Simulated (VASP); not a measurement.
# ZnS (I-4m2) in VASP: notebook

Runs on ZnS. Level: PBE. Tasks: single point.

All numbers are computed with VASP 6.6.1; they aren't measurements. Logs are shortened: lines on timing, memory, paths and dates and some standing lists are left out, and cuts for length are marked.

## (1) The cell of the first run

The structure is tetragonal, space group I-4m2 (No. 119). The conventional cell has a = 3.710 Å, b = 3.710 Å, c = 5.572 Å, α = 90.00°, β = 90.00°, γ = 90.00°. Within 3.1 Å of Zn (site symmetry -4m2) lie 4 S at 2.32 Å. Within 3.1 Å of S (site symmetry -4m2) lie 4 Zn at 2.32 Å.

## (2) Single point, PBE (strain -0.030 along x and y, +0.030 along z)

Input file INCAR:

```
PREC = Accurate
ENCUT = 520
EDIFF = 1E-6
ISMEAR = 0
SIGMA = 0.05
LREAL = F
LASPH = T
NELM = 60
ALGO = Normal
ISIF = 2
LWAVE = F
LCHARG = T
GGA = PE
LELF = T
LVHAR = T
NBANDS = 16
```

Input file KPOINTS:

```
Automatic mesh
0
Gamma
  10 10 10
```

Input file POSCAR:

```
ZnS
1.0
    0.0000000000      2.6235105000      2.7857895000
    2.6235105000      0.0000000000      2.7857895000
    2.6235105000      2.6235105000      0.0000000000
Zn S
1 1
Direct
    0.0000000000      0.0000000000      0.0000000000
    0.7500000000      0.7500000000      0.7500000000
```

Potentials or basis: VASP PAW PBE potentials, release 64 (Zn, S).

On the command line:

```bash
> cat potpaw_PBE.64/Zn/POTCAR potpaw_PBE.64/S/POTCAR > POTCAR
> mpirun -np 1 vasp_std > vasp.out
```

OUTCAR:

```text
PREC = Accurate
   ENCUT = 520
   EDIFF = 1E-6
   ISMEAR = 0
   LREAL = F
   LASPH = T
   NELM = 60
   ISIF = 2
   GGA = PE

 ion  position               nearest neighbor table
   1  0.000  0.000  0.000-   2 2.32   2 2.32   2 2.32   2 2.32
   2  0.750  0.750  0.750-   1 2.32   1 2.32   1 2.32   1 2.32

  LATTYP: Found a body centered tetragonal cell.
 ALAT       =     3.7102041301
 C/A-ratio  =     1.5016906899

  Lattice vectors:

 A1 = (  -2.6235105000,   0.0000000000,   2.7857895000)
 A2 = (   2.6235105000,   0.0000000000,   2.7857895000)
 A3 = (   0.0000000000,   2.6235105000,  -2.7857895000)

Analysis of symmetry for initial positions (statically):
=====================================================================
 Subroutine PRICEL returns:
 Original cell was already a primitive cell.

 Routine SETGRP: Setting up the symmetry group for a
 body centered tetragonal supercell.

 Subroutine GETGRP returns: Found  8 space group operations
 (whereof  8 operations were pure point group operations)
 out of a pool of 16 trial point group operations.

The static configuration has the point symmetry D_2d.

Analysis of symmetry for dynamics (positions and initial velocities):
=====================================================================
 Subroutine PRICEL returns:
 Original cell was already a primitive cell.

 Routine SETGRP: Setting up the symmetry group for a
 body centered tetragonal supercell.

 Subroutine GETGRP returns: Found  8 space group operations
 (whereof  8 operations were pure point group operations)
 out of a pool of 16 trial point group operations.

The dynamic configuration has the point symmetry D_2d.

 Subroutine INISYM returns: Found  8 space group operations
 (whereof  8 operations are pure point group operations),
 and found     1 'primitive' translations

----------------------------------------------------------------------------------------

                                     Primitive cell

  volume of cell :      38.3481

  direct lattice vectors                    reciprocal lattice vectors
     0.000000000  2.623510500  2.785789500    -0.190584333  0.190584333  0.179482333
     2.623510500  0.000000000  2.785789500     0.190584333 -0.190584333  0.179482333
     2.623510500  2.623510500  0.000000000     0.190584333  0.190584333 -0.179482333

  length of vectors
     3.826673553  3.826673553  3.710204130     0.323818907  0.323818907  0.323818907

  position of ions in fractional coordinates (direct lattice)
     0.000000000  0.000000000  0.000000000
     0.750000000  0.750000000  0.750000000

  ion indices of the primitive-cell ions
   primitive index   ion index
                 1           1
                 2           2

----------------------------------------------------------------------------------------

 KPOINTS: Automatic mesh

Automatic generation of k-mesh.
 Grid dimensions read from file:
 generate k-points for:   10   10   10

 Generating k-lattice:

  Cartesian coordinates                     Fractional coordinates (reciprocal lattice)
    -0.019058433  0.019058433  0.017948233     0.100000000 -0.000000000  0.000000000
     0.019058433 -0.019058433  0.017948233    -0.000000000  0.100000000  0.000000000
     0.019058433  0.019058433 -0.017948233     0.000000000  0.000000000  0.100000000

  Length of vectors
     0.032381891  0.032381891  0.032381891

  Shift w.r.t. Gamma in fractional coordinates (k-lattice)
     0.000000000  0.000000000  0.000000000

 Subroutine IBZKPT returns following result:
 ===========================================

 Found    102 irreducible k-points:

 Following reciprocal coordinates:
            Coordinates               Weight
  0.000000  0.000000  0.000000      1.000000
  0.100000  0.000000  0.000000      8.000000
  0.200000  0.000000  0.000000      8.000000
  0.300000  0.000000  0.000000      8.000000
  0.400000  0.000000  0.000000      8.000000
  0.500000  0.000000  0.000000      4.000000
[... 16 lines left out ...]
  0.300000  0.300000  0.000000      2.000000
  0.400000  0.300000  0.000000      8.000000
 [... further k-points ...]
   k-points           NKPTS =    102   k-points in BZ     NKDIM =    102   number of bands    NBANDS=     16
   number of dos      NEDOS =    301   number of ions     NIONS =      2
   total plane-waves  NPLWV =  21952
   dimension x,y,z NGX =    28 NGY =   28 NGZ =   28
   dimension x,y,z NGXF=    56 NGYF=   56 NGZF=   56
   ions per type =               1   1
   NGX,Y,Z   is equivalent  to a cutoff of  12.16, 12.16, 12.55 a.u.
   NGXF,Y,Z  is equivalent  to a cutoff of  24.33, 24.33, 25.09 a.u.
 SYSTEM =  unknown system
   PREC   = accura    normal or accurate (medium, high low for compatibility)
   ISTART =      0    job   : 0-new  1-cont  2-samecut
   ICHARG =      2    charge: 1-file 2-atom 10-const
   ISPIN  =      1    spin polarized calculation?
   LNONCOLLINEAR =      F non collinear calculations
   LSORBIT =      F    spin-orbit coupling
   LASPH  =      T    aspherical Exc in radial PAW
   ENCUT  =  520.0 eV  38.22 Ry    6.18 a.u.   7.12  7.12  6.90*2*pi/ulx,y,z
   NELM   =     60;   NELMIN=  2; NELMDL= -5     # of ELM steps
   EDIFF  = 0.1E-05   stopping-criterion for ELM
   LREAL  =      F    real-space projection
[... 7 lines left out ...]
   TEBEG  =    0.0;   TEEND  =   0.0 temperature during run
   PSTRESS=    0.0 pullay stress
   NELECT =      18.0000    total number of electrons
   NUPDOWN=      -1.0000    fix difference up-down
   EMIN   =  10.00;   EMAX   =-10.00  energy-range for DOS
   EFERMI =   0.00;   METHOD = LEGACY
   ISMEAR =     0;   SIGMA  =   0.05  broadening in eV -4-tet -1-fermi 0-gaus
   EFERMI_NEDOS =   21; number of points for ismear=-14 and -15
   IALGO  =     38    algorithm
   IMIX   =      4    mixing-type and parameters
     AMIX     =   0.40;   BMIX     =  1.00
     AMIX_MAG =   1.60;   BMIX_MAG =  1.00
  volume/ion in A,a.u.               =      19.17       129.39
  Fermi-wavevector in a.u.,A,eV,Ry     =   1.272285  2.404270 22.023870  1.618709
  Thomas-Fermi vector in A             =   2.405172
   LORBIT       =      0    0 simple, 1 ext, 2 COOP (PROOUT), +10 PAW based schemes
   GGA     = PE    functional components
   LHFCALC =     F    Hartree Fock is set to
   AEXX    =    0.0000 exact exchange contribution
   IVDW    =     0    specifies the selected vdW correction
   LEPSILON=     F    determine dielectric tensor
   LRPA    =     F    only Hartree local field effects (RPA)
 non-spin polarized calculation
 Gauss-broadening in eV      SIGMA  =   0.05
  energy-cutoff  :      520.00
  volume of cell :       38.35
 maximum number of plane-waves:      1058
   NGX = 15   NGY = 15   NGZ = 13

 number of electron      18.0000022 magnetization

 Free energy of the ion-electron system (eV)
  ---------------------------------------------------
  ext. energy  EPLUGINS =         0.00000000
  ---------------------------------------------------
  free energy    TOTEN  =        -6.81504624 eV

  energy without entropy =       -6.81504624  energy(sigma->0) =       -6.81504624

 E-fermi :   2.6620     XC(G=0):  -9.7685

 val. band max:        2.4510665072   @ k =   0.0000   0.0000   0.0000
 cond. band min:       4.5985905745   @ k =   0.0000   0.0000   0.0000
 fundamental gap:      2.1475240673
 Fermi energy:         2.6619966315

 k-point     1 :       0.0000    0.0000    0.0000
  band No.  band energies     occupation
      1     -10.9597      2.00000
      2      -4.1024      2.00000
      3      -4.0621      2.00000
      4      -4.0621      2.00000
      5      -3.5596      2.00000
      6      -3.5393      2.00000
[... 8 lines left out ...]
     15      14.4666      0.00000
     16      14.6893      0.00000

 k-point     2 :       0.1000    0.0000    0.0000
  band No.  band energies     occupation
      1     -10.8801      2.00000
      2      -4.0952      2.00000
      3      -4.0578      2.00000
      4      -4.0468      2.00000
      5      -3.5594      2.00000
      6      -3.5420      2.00000
[... 8 lines left out ...]
     15      14.1607      0.00000
     16      15.0217      0.00000

 k-point     3 :       0.2000    0.0000    0.0000
  band No.  band energies     occupation
      1     -10.6601      2.00000
      2      -4.0763      2.00000
      3      -4.0314      2.00000
      4      -4.0085      2.00000
      5      -3.5545      2.00000
      6      -3.5463      2.00000
[... 8 lines left out ...]
     15      13.5722      0.00000
     16      15.1032      0.00000

 k-point     4 :       0.3000    0.0000    0.0000
  band No.  band energies     occupation
      1     -10.3600      2.00000
      2      -4.0217      2.00000
      3      -3.9708      2.00000
      4      -3.9662      2.00000
      5      -3.5440      2.00000
      6      -3.5376      2.00000
[... 8 lines left out ...]
     15      13.7405      0.00000
     16      14.5862      0.00000

 k-point     5 :       0.4000    0.0000    0.0000
  band No.  band energies     occupation
      1     -10.0883      2.00000
      2      -3.9910      2.00000
      3      -3.9380      2.00000
      4      -3.7472      2.00000
      5      -3.5340      2.00000
      6      -3.5111      2.00000
[... 8 lines left out ...]
     15      14.7366      0.00000
     16      15.1302      0.00000

 k-point     6 :       0.5000    0.0000    0.0000
  band No.  band energies     occupation
      1      -9.9760      2.00000
      2      -3.9839      2.00000
      3      -3.9290      2.00000
      4      -3.5279      2.00000
      5      -3.5188      2.00000
      6      -3.3427      2.00000
[... 8 lines left out ...]
     15      15.6468      0.00000
     16      16.0173      0.00000
[... 267 lines left out ...]
 k-point    21 :      -0.3000    0.2000    0.0000
  band No.  band energies     occupation
      1      -9.9953      2.00000
      2      -3.9785      2.00000
      3      -3.8952      2.00000
      4      -3.8039      2.00000
      5      -3.5647      2.00000
      6      -3.4410      2.00000
[... 8 lines left out ...]
     15      15.9293      0.00000
     16      16.9665      0.00000

 k-point    22 :      -0.2000    0.2000    0.0000
  band No.  band energies     occupation
      1     -10.2440      2.00000
      2      -4.0223      2.00000
      3      -3.9515      2.00000
      4      -3.9426      2.00000
      5      -3.5731      2.00000
      6      -3.4866      2.00000
[... 8 lines left out ...]
     15      15.5363      0.00000
     16      16.6813      0.00000

 k-point    23 :       0.3000    0.3000    0.0000
  band No.  band energies     occupation
      1     -10.2114      2.00000
      2      -4.1614      2.00000
      3      -3.8490      2.00000
      4      -3.8490      2.00000
      5      -3.6076      2.00000
      6      -3.4967      2.00000
[... 8 lines left out ...]
     15      15.6050      0.00000
     16      19.2020      0.00000

 k-point    24 :       0.4000    0.3000    0.0000
  band No.  band energies     occupation
      1     -10.0032      2.00000
      2      -4.1278      2.00000
      3      -3.8016      2.00000
      4      -3.7952      2.00000
      5      -3.5599      2.00000
      6      -3.4919      2.00000
[... 8 lines left out ...]
     15      15.9715      0.00000
     16      18.3087      0.00000

 [... further k-points ...]
[... 5 lines left out ...]
  --------------------------------------------------------------------------------------
  -------------------------------------------------------------------------------------
  Total        1.1679889      1.1679889      0.5346014      0.0000000      0.0000000      0.0000000
  in kB       48.7983766     48.7983766     22.3355545      0.0000000      0.0000000      0.0000000
  external PRESSURE =      39.9774359 kB  Pullay stress =       0.0000000 kB

 VOLUME and BASIS-vectors are now :
 -----------------------------------------------------------------------------
  energy-cutoff  :      520.00
  volume of cell :       38.35
      direct lattice vectors                 reciprocal lattice vectors
     0.000000000  2.623510500  2.785789500    -0.190584333  0.190584333  0.179482333
     2.623510500  0.000000000  2.785789500     0.190584333 -0.190584333  0.179482333
     2.623510500  2.623510500  0.000000000     0.190584333  0.190584333 -0.179482333

 POSITION                                       TOTAL-FORCE (eV/Angst)
 -----------------------------------------------------------------------------------
      0.00000      0.00000      0.00000        -0.000000     -0.000000     -0.000000
      3.93527      3.93527      4.17868         0.000000      0.000000      0.000000
 -----------------------------------------------------------------------------------
    total drift:                               -0.000000     -0.000000     -0.000004

  FREE ENERGIE OF THE ION-ELECTRON SYSTEM (eV)
  ---------------------------------------------------
  free  energy   TOTEN  =        -6.8150462433 eV

  energy  without entropy=       -6.8150462433  energy(sigma->0) =       -6.81504624
```

It took 88 s on 1 thread of Intel Xeon 8259CL, shared host; peak memory 0.2 GiB.

Results:

| Item | Value |
| --- | --- |
| Free energy | -6.8150 eV |
| Pressure | 4.0 GPa |
| Band gap on the k mesh | 2.15 eV, direct |

Caveat: the cell differs from its parent crystal (strain -0.030 along x and y, +0.030 along z).

## (3) Single point, PBE (strain +0.000 along x and y, -0.030 along z)

Input file INCAR:

```
PREC     = Accurate       # precision mode
ENCUT    = 520            # plane-wave cutoff, eV
EDIFF    = 1E-7           # SCF threshold, eV
ISMEAR   = 0              # smearing method
SIGMA    = 0.05           # smearing width, eV
LREAL    = F              # projectors in reciprocal space
LASPH    = T              # aspherical terms in the spheres
NELM     = 60             # most SCF steps
ALGO     = Normal         # electronic algorithm
ISIF     = 2              # what is computed and relaxed
LWAVE    = F              # write WAVECAR
LCHARG   = F              # write CHGCAR
GGA      = PE             # functional
NBANDS   = 16             # bands
```

KPOINTS is that of step 2.

Input file POSCAR:

```
ZnS
1.0
    0.0000000000      2.7046500000      2.6235105000
    2.7046500000      0.0000000000      2.6235105000
    2.7046500000      2.7046500000      0.0000000000
Zn S
1 1
Direct
    0.0000000000      0.0000000000      0.0000000000
    0.7500000000      0.7500000000      0.7500000000
```

Potentials or basis: VASP PAW PBE potentials, release 64 (Zn, S).

On the command line:

```bash
> cat potpaw_PBE.64/Zn/POTCAR potpaw_PBE.64/S/POTCAR > POTCAR
> mpirun -np 1 vasp_std > vasp.out
```

It took 93 s on 1 thread of Intel Xeon 8259CL, shared host; peak memory 0.19 GiB.

It converged, with:

| Property | Result |
| --- | --- |
| Free energy | -6.8253 eV |
| Pressure | 4.0 GPa |
| Band gap on the k mesh | 2.17 eV, direct |

Stress tensor (GPa, compression positive):
```
3.61 0.00 0.00
0.00 3.61 0.00
0.00 0.00 4.73
```

Levels at points of the mesh, in eV from the valence-band top:
| k point | band 6 | band 7 | band 8 | band 9 | band 10 | band 11 | band 12 | band 13 |
| --- | --- | --- | --- | --- | --- | --- | --- | --- |
| (0.00, 0.00, 0.00) | -5.98 | -0.10 | -0.10 | 0.00 | 2.17 | 6.31 | 6.31 | 6.32 |
| (0.50, 0.00, 0.00) | -5.78 | -5.53 | -1.06 | -0.89 | 3.28 | 6.71 | 7.00 | 8.92 |
| (0.50, 0.50, 0.00) | -5.73 | -4.61 | -2.49 | -2.49 | 3.17 | 3.80 | 11.34 | 12.05 |
| (0.50, 0.00, 0.50) | -5.78 | -4.79 | -2.36 | -2.29 | 3.33 | 4.11 | 10.99 | 11.96 |

Caveat: the cell differs from its parent crystal (strain +0.000 along x and y, -0.030 along z).
